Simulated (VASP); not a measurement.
# AlGaN2 (P-4m2) in VASP: single point with r2SCAN

Aim: the single point of AlGaN2 with r2SCAN.

Program: VASP 6.6.1. These are calculated values, not measurements. Logs are shortened: lines on timing, memory, paths and dates and some standing lists are left out, and cuts for length are marked.

## 1. The cell of the first run

It takes space group P-4m2 (No. 115, tetragonal). Conventional cell: a = 3.141 Å, b = 3.141 Å, c = 4.357 Å, α = 90.00°, β = 90.00°, γ = 90.00°. Al (site symmetry -4m2) has 4 N at 1.88 Å within 2.5 Å. Within 2.6 Å of Ga (site symmetry -4m2) lie 4 N at 1.94 Å. Within 2.5 Å of N (site symmetry 2mm) lie 2 Al at 1.88 Å and 2 Ga at 1.94 Å.

## 2. Single point, r2SCAN (strain +0.000 along x and y, -0.015 along z)

File POSCAR:

```
AlGaN2
1.0
    3.1408770487      0.0000000000      0.0000000000
    0.0000000000      3.1408770487      0.0000000000
    0.0000000000      0.0000000000      4.3574803709
Al Ga N
1 1 2
Direct
    0.5000000000      0.5000000000      0.5000000000
    0.0000000000      0.0000000000      0.0000000000
    0.5000000000      0.0000000000      0.7382648100
    0.0000000000      0.5000000000      0.2617351900
```

File INCAR.step1:

```
SYSTEM = AlGaN2
PREC = Accurate
ENCUT = 1460
ISMEAR = 0
SIGMA = 0.05
LREAL = .FALSE.
LASPH = .TRUE.
NELM = 120
NBANDS = 21
GGA = PE
ALGO = Normal
EDIFF = 1E-5
LWAVE = .TRUE.
LCHARG = .FALSE.
GGA_COMPAT = .FALSE.
```

File INCAR.step2:

```
SYSTEM = AlGaN2
PREC = Accurate
ENCUT = 1460
EDIFF = 1E-6
ISMEAR = 0
SIGMA = 0.05
LREAL = .FALSE.
LASPH = .TRUE.
NELM = 120
ALGO = Normal
ISIF = 2
LWAVE = .FALSE.
LCHARG = .FALSE.
METAGGA = R2SCAN
LMIXTAU = .TRUE.
NBANDS = 21
ISTART = 1
GGA_COMPAT = .FALSE.
```

File KPOINTS:

```
regular mesh
0
G
  8 8 6
  0 0 0
```

Potentials or basis: VASP PAW PBE potentials, release 64 (Al, Ga_d, N_h).

Started as:

```sh
$ cat potpaw_PBE.64/Al/POTCAR potpaw_PBE.64/Ga_d/POTCAR potpaw_PBE.64/N_h/POTCAR > POTCAR
$ cp INCAR.step1 INCAR
$ mpirun -np 1 vasp_std > vasp.out
$ cp INCAR.step2 INCAR
$ mpirun -np 1 vasp_std > vasp.out
```

OUTCAR:

```text
SYSTEM = AlGaN2
   PREC = Accurate
   ENCUT = 1460
   EDIFF = 1E-6
   ISMEAR = 0
   LREAL = .FALSE.
   LASPH = .TRUE.
   NELM = 120
   ISIF = 2
   METAGGA = R2SCAN
   ISTART = 1

 ion  position               nearest neighbor table
   1  0.500  0.500  0.500-   3 1.88   4 1.88   3 1.88   4 1.88   2 3.11   2 3.11   2 3.11   2 3.11
                             2 3.11   2 3.11   2 3.11   2 3.11
   2  0.000  0.000  0.000-   3 1.94   4 1.94   4 1.94   3 1.94   1 3.11   1 3.11   1 3.11   1 3.11
                             1 3.11   1 3.11   1 3.11   1 3.11
   3  0.500  0.000  0.738-   1 1.88   1 1.88   2 1.94   2 1.94
   4  0.000  0.500  0.262-   1 1.88   1 1.88   2 1.94   2 1.94

  LATTYP: Found a simple tetragonal cell.
 ALAT       =     3.1408770487
 C/A-ratio  =     1.3873450961

  Lattice vectors:

 A1 = (   3.1408770487,   0.0000000000,   0.0000000000)
 A2 = (   0.0000000000,   3.1408770487,   0.0000000000)
 A3 = (   0.0000000000,   0.0000000000,   4.3574803709)

Analysis of symmetry for initial positions (statically):
=====================================================================
 Subroutine PRICEL returns:
 Original cell was already a primitive cell.

 Routine SETGRP: Setting up the symmetry group for a
 simple tetragonal supercell.

 Subroutine GETGRP returns: Found  8 space group operations
 (whereof  8 operations were pure point group operations)
 out of a pool of 16 trial point group operations.

The static configuration has the point symmetry D_2d.

Analysis of symmetry for dynamics (positions and initial velocities):
=====================================================================
 Subroutine PRICEL returns:
 Original cell was already a primitive cell.

 Routine SETGRP: Setting up the symmetry group for a
 simple tetragonal supercell.

 Subroutine GETGRP returns: Found  8 space group operations
 (whereof  8 operations were pure point group operations)
 out of a pool of 16 trial point group operations.

The dynamic configuration has the point symmetry D_2d.

 Subroutine INISYM returns: Found  8 space group operations
 (whereof  8 operations are pure point group operations),
 and found     1 'primitive' translations

----------------------------------------------------------------------------------------

[... 94 lines left out ...]
   ENCUT  = 1460.0 eV 107.31 Ry   10.36 a.u.   9.79  9.79 13.58*2*pi/ulx,y,z
   NELM   =    120;   NELMIN=  2; NELMDL=  0     # of ELM steps
   EDIFF  = 0.1E-05   stopping-criterion for ELM
   LREAL  =      F    real-space projection
   EDIFFG = 0.1E-04   stopping-criterion for IOM
   NSW    =      0    number of steps for IOM
   IBRION =     -1    ionic relax: 0-MD 1-quasi-New 2-CG
   NFREE  =      0    steps in history (QN), initial steepest desc. (CG)
   ISIF   =      2    stress and relaxation
   ISYM   =      2    0-nonsym 1-usesym 2-fastsym
   POTIM  = 0.5000    time-step for ionic-motion
   TEBEG  =    0.0;   TEEND  =   0.0 temperature during run
   PSTRESS=    0.0 pullay stress
   NELECT =      26.0000    total number of electrons
   NUPDOWN=      -1.0000    fix difference up-down
   EMIN   =  10.00;   EMAX   =-10.00  energy-range for DOS
   EFERMI =   0.00;   METHOD = LEGACY
   ISMEAR =     0;   SIGMA  =   0.05  broadening in eV -4-tet -1-fermi 0-gaus
   EFERMI_NEDOS =   21; number of points for ismear=-14 and -15
   IALGO  =     38    algorithm
   IMIX   =      4    mixing-type and parameters
     AMIX     =   0.40;   BMIX     =  1.00
     AMIX_MAG =   1.60;   BMIX_MAG =  1.00
  volume/ion in A,a.u.               =      10.75        72.52
  Fermi-wavevector in a.u.,A,eV,Ry     =   1.384480  2.616289 26.079460  1.916786
  Thomas-Fermi vector in A             =   2.508981
   LORBIT       =      0    0 simple, 1 ext, 2 COOP (PROOUT), +10 PAW based schemes
   METAGGA = R2SCAN    functional components
   LHFCALC =     F    Hartree Fock is set to
   AEXX    =    0.0000 exact exchange contribution
   IVDW    =     0    specifies the selected vdW correction
   LEPSILON=     F    determine dielectric tensor
   LRPA    =     F    only Hartree local field effects (RPA)
 non-spin polarized calculation
 Gauss-broadening in eV      SIGMA  =   0.05
  energy-cutoff  :     1460.00
  volume of cell :       42.99
 maximum number of plane-waves:      5492
 NGX is ok and might be reduce to    40
   NGX = 19   NGY = 19   NGZ = 27

 number of electron      26.0000001 magnetization

 Free energy of the ion-electron system (eV)
  ---------------------------------------------------
  ext. energy  EPLUGINS =         0.00000000
  ---------------------------------------------------
  free energy    TOTEN  =       -41.06832982 eV

  energy without entropy =      -41.06832982  energy(sigma->0) =      -41.06832982

 E-fermi :   6.0925     XC(G=0): -12.1395

 val. band max:        5.8282197249   @ k =   0.0000   0.0000   0.0000
 cond. band min:       9.3219820413   @ k =   0.0000   0.0000   0.0000
 fundamental gap:      3.4937623164
 Fermi energy:         6.0925070078

 k-point     1 :       0.0000    0.0000    0.0000
  band No.  band energies     occupation
      1     -10.5478      2.00000
      2      -8.8834      2.00000
      3      -7.4781      2.00000
      4      -7.4781      2.00000
      5      -7.4050      2.00000
      6      -7.2374      2.00000
[... 565 lines left out ...]
     20      18.9744      0.00000
     21      19.0117      0.00000

 [... further k-points ...]

------------------------ aborting loop because EDIFF is reached ----------------------------------------

  FORCE on cell =-STRESS in cart. coord.  units (eV):
  Direction    XX          YY          ZZ          XY          YZ          ZX
  --------------------------------------------------------------------------------------
  -------------------------------------------------------------------------------------
  Total        0.6276816      0.6276816      1.1631620      0.0000000      0.0000000      0.0000000
  in kB       23.3944400     23.3944400     43.3524323      0.0000000      0.0000000      0.0000000
  external PRESSURE =      30.0471041 kB  Pullay stress =       0.0000000 kB

 VOLUME and BASIS-vectors are now :
 -----------------------------------------------------------------------------
  energy-cutoff  :     1460.00
  volume of cell :       42.99
      direct lattice vectors                 reciprocal lattice vectors
     3.140877049  0.000000000  0.000000000     0.318382409  0.000000000  0.000000000
     0.000000000  3.140877049  0.000000000     0.000000000  0.318382409  0.000000000
     0.000000000  0.000000000  4.357480371     0.000000000  0.000000000  0.229490420

 POSITION                                       TOTAL-FORCE (eV/Angst)
 -----------------------------------------------------------------------------------
      1.57044      1.57044      2.17874         0.000000      0.000000     -0.000000
      0.00000      0.00000      0.00000         0.000000     -0.000000     -0.000000
      1.57044      0.00000      3.21697        -0.000000     -0.000000     -0.026591
      0.00000      1.57044      1.14051        -0.000000     -0.000000      0.026591
 -----------------------------------------------------------------------------------
    total drift:                               -0.000000      0.000000     -0.000000

  FREE ENERGIE OF THE ION-ELECTRON SYSTEM (eV)
  ---------------------------------------------------
  free  energy   TOTEN  =       -41.0683298168 eV

  energy  without entropy=      -41.0683298168  energy(sigma->0) =      -41.06832982
```

OUTCAR.step1:

```text
SYSTEM = AlGaN2
   PREC = Accurate
   ENCUT = 1460
   ISMEAR = 0
   LREAL = .FALSE.
   LASPH = .TRUE.
[... 808 lines left out ...]
      0.00000      0.00000      0.00000         0.000000      0.000000      0.000000
      1.57044      0.00000      3.21697        -0.000000      0.000000     -0.039510
      0.00000      1.57044      1.14051        -0.000000      0.000000      0.039510
 -----------------------------------------------------------------------------------
    total drift:                               -0.000000      0.000000      0.000000

  FREE ENERGIE OF THE ION-ELECTRON SYSTEM (eV)
  ---------------------------------------------------
  free  energy   TOTEN  =       -26.9622438578 eV

  energy  without entropy=      -26.9622438578  energy(sigma->0) =      -26.96224386
```

OSZICAR.step1:

```text
N       E                     dE             d eps       ncg     rms          rms(c)
DAV:   1     0.298989465532E+03    0.29899E+03   -0.22632E+04  2714   0.349E+03
DAV:   2     0.218115757339E+02   -0.27718E+03   -0.25999E+03  2641   0.715E+02
DAV:   3    -0.281087430110E+02   -0.49920E+02   -0.48411E+02  3068   0.172E+02
DAV:   4    -0.314207664269E+02   -0.33120E+01   -0.32888E+01  3020   0.435E+01
DAV:   5    -0.315166881329E+02   -0.95922E-01   -0.95882E-01  2998   0.698E+00    0.117E+01
DAV:   6    -0.269187322914E+02    0.45980E+01   -0.13911E+01  4005   0.509E+01    0.318E+00
DAV:   7    -0.269765662929E+02   -0.57834E-01   -0.11551E+00  2600   0.790E+00    0.214E+00
DAV:   8    -0.269708537588E+02    0.57125E-02   -0.13663E-01  3431   0.442E+00    0.602E-01
DAV:   9    -0.269619973107E+02    0.88564E-02   -0.30030E-02  3772   0.272E+00    0.153E-01
DAV:  10    -0.269622315423E+02   -0.23423E-03   -0.60306E-03  2964   0.590E-01    0.101E-01
DAV:  11    -0.269622346392E+02   -0.30969E-05   -0.61686E-04  2915   0.233E-01    0.181E-02
DAV:  12    -0.269622438578E+02   -0.92186E-05   -0.70848E-05  3118   0.975E-02
   1 F= -.26962244E+02 E0= -.26962244E+02  d E =-.122255E-18
```

Run time: 9.1 min. Hardware: 1 thread of Intel Xeon Platinum 8259CL at 2.50GHz (Skylake/Cascade Lake), shared host; peak memory 0.5 GiB.

What came out:

```
Free energy            : -41.0683 eV
Pressure               : 3.0 GPa
Largest force          : 0.027 eV/Å
Band gap on the k mesh : 3.49 eV
```

Forces in eV/Å, atoms in the order of the input:
```
Al   0.000  0.000  0.000
Ga   0.000  0.000  0.000
N    0.000  0.000 -0.027
N    0.000  0.000  0.027
```

Stress tensor (GPa, compression positive):
```
2.34 0.00 0.00
0.00 2.34 0.00
0.00 0.00 4.34
```

Caveat: the cell differs from its parent crystal (strain +0.000 along x and y, -0.015 along z); the cell stands under pressure; the PAW data sets were made with another functional, which shifts forces and pressure a little. A k mesh can miss the band edges.
